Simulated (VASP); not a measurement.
Br, 4 atoms in the cell. It takes space group Cmce (No. 64, orthorhombic). The conventional cell has a = 6.656 Å, b = 3.903 Å, c = 8.473 Å, α = 90.00°, β = 90.00°, γ = 90.00°. Br (site symmetry m) has 3 Br at 2.40 to 2.93 Å within 3.2 Å. 

```yaml
Program: VASP 6.6.1
Task: single point
Functional: LDA
Potentials_or_basis: VASP PAW LDA potentials, release 64 (Br)
Cutoff: 520 eV
k_mesh: 9 × 9 × 4
Occupations: fermi-dirac, width 0.6 eV
Spin: no spin polarisation
Dipole_correction: no
Further_INCAR_settings: ALGO = Normal; EDIFF = 1e-06; NBANDS = 22
```

Potentials or basis: VASP PAW LDA potentials, release 64 (Br).

Launch:

```sh
$ cat potpaw_LDA.64/Br/POTCAR > POTCAR
$ mpirun -np 1 vasp_std > vasp.out
```

Hardware: 1 thread of Oxide Virtual Turin-like Processor (shared host).

**Question.** Estimate the wall time of this run.

**Answer.** Wall time 2.5 min on 1 thread of Oxide Virtual Turin-like Processor, on a shared host, peak memory 0.23 GiB. Counts: scf iterations 11, k points 75.
